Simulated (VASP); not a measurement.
Set up this calculation in VASP 6.6.1, as the native input.

- Task: single point
- Functional: PBEsol
- Potentials or basis: VASP PAW PBE potentials, release 64 (Sb)
- Cutoff: 520 eV
- k mesh: 13 × 13 × 13
- Occupations: fermi-dirac, width 0.05 eV
- Spin: no spin polarisation
- Dipole correction: no
- Further INCAR settings: ALGO = Normal; EDIFF = 1e-06; NBANDS = 8

The structure of Sb lies in POSCAR:

```
Sb
1.0
    3.2015837161      0.0000000000      0.0000000000
    0.0000000000      3.2015837161      0.0000000000
    0.0000000000      0.0000000000      3.2015837161
Sb
1
Direct
    0.0000000000      0.0000000000      0.0000000000
```

This cell differs from its parent crystal: volume scaled by 1.04.

The input as run:

INCAR

```
SYSTEM = Sb
PREC = Accurate
ENCUT = 520
EDIFF = 1E-6
ISMEAR = -1
SIGMA = 0.05
LREAL = .FALSE.
LASPH = .TRUE.
NELM = 60
ALGO = Normal
ISIF = 2
LWAVE = .FALSE.
LCHARG = .FALSE.
GGA = PS
NBANDS = 8
```

KPOINTS

```
regular mesh
0
G
  13 13 13
  0 0 0
```

Potentials or basis: VASP PAW PBE potentials, release 64 (Sb).

The run is started by

```console
$ cat potpaw_PBE.64/Sb/POTCAR > POTCAR
$ mpirun -np 1 vasp_std > vasp.out
```

Results of the run:

- Pressure: -6.3 GPa

Caveat: the PAW data sets were made with another functional, which shifts forces and pressure a little.

Wall time 4.3 s on 1 thread of Intel(R) Xeon(R) 6975P-C (Granite Rapids) (shared host), peak memory 0.14 GiB.
